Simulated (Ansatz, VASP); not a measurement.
## Two plane-wave programs on Au

```
Au
1.0
     2.74783    0.00000    0.00000
     0.00000    2.74783    0.00000
     0.00000    0.00000    2.74783
Au
1
Cartesian
  0.0000 0.0000 0.0000
```

Change from the starting cell: volume scaled by 1, PAW files.

Alike in both runs: task single point; functional PBE; k mesh 14 × 14 × 14; occupations fermi-dirac, width 0.1 eV; no spin polarisation.

```csv
,VASP,Ansatz
version,VASP 6.6.1,Ansatz 0.2.0
potentials or method,"VASP PAW PBE potentials, release 64 (Au)","PAW with Ansatz's default frozen-core files, scalar-relativistic"
plane-wave cutoff (eV),520,420
valence electrons in the cell,11,19
```

|  | VASP | Ansatz | Ansatz less VASP |
| --- | --- | --- | --- |
| pressure (GPa) | -0.2 | 0.0 | +0.17 |

VASP's potentials hold 11 valence electrons a cell and Ansatz's 19, so a difference there can come from the potentials and not from the codes.

Spin-orbit coupling is off throughout.
